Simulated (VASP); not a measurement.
Ga4P3N: single point with r2SCAN

The system is Ga4P3N.

```
N P Ga
1.0
     3.69707    0.00000    0.00000
     0.00000    3.70401    5.21677
     0.00000   -3.70401    5.21677
N P Ga
1 3 4
Direct
  0.00000 0.00192 0.00192
  0.50000 0.99907 0.49937
  0.50000 0.49937 0.99907
  0.00000 0.50253 0.50253
  0.50000 0.89470 0.89470
  0.00000 0.88971 0.33793
  0.00000 0.33793 0.88971
  0.50000 0.37476 0.37476
```

```yaml
Program: VASP 6.6.1
Task: single point
Functional: r2SCAN
Potentials_or_basis: VASP PAW PBE potentials, release 64 (N, P, Ga_d)
Cutoff: 520 eV
k_mesh: 8 × 4 × 4
Occupations: fermi-dirac, width 0.02 eV
Spin: no spin polarisation
```

```
Pressure               : 0.0 GPa
Largest force          : 0.060 eV/Å
Band gap on the k mesh : 0.06 eV
```

Forces on the atoms (eV/Å):
```
N    0.000  0.000 -0.032
P    0.000  0.004 -0.001
P    0.000 -0.004 -0.001
P    0.000  0.000 -0.015
Ga   0.000  0.000 -0.038
Ga   0.000 -0.048  0.036
Ga   0.000  0.048  0.036
Ga   0.000  0.000  0.015
```

Stress tensor (GPa, compression positive):
```
-0.07  0.00  0.00
 0.00  0.10  0.00
 0.00  0.00  0.08
```

Levels at points of the mesh, in eV from the valence-band top:
```
           k point  band 33  band 34  band 35  band 36  band 37  band 38  band 39  band 40
(0.00, 0.00, 0.00)    -0.88    -0.49    -0.18     0.00     0.06     2.04     2.36     2.94
(0.50, 0.00, 0.00)    -3.81    -3.53    -2.19    -1.07     2.93     3.63     3.83     4.02
(0.00, 0.50, 0.00)    -1.79    -1.01    -0.37    -0.36     1.01     3.00     3.14     3.50
(0.50, 0.50, 0.00)    -3.04    -2.60    -2.11    -1.87     2.28     2.70     2.90     3.19
(0.00, 0.50, 0.50)    -1.57    -1.56    -1.31    -1.00     2.09     2.62     2.93     3.69
(0.50, 0.50, 0.50)    -1.89    -1.44    -1.23    -0.94     0.85     1.60     2.18     2.37
```

Wall time 17 min on 1 thread of Oxide Virtual Turin-like Processor, with other jobs on the host, peak memory 0.34 GiB.

Caveat: semilocal functionals underestimate gaps, and a narrow one can read as zero; the PAW data sets were made with another functional, which shifts forces and pressure a little. A k mesh can miss the band edges.
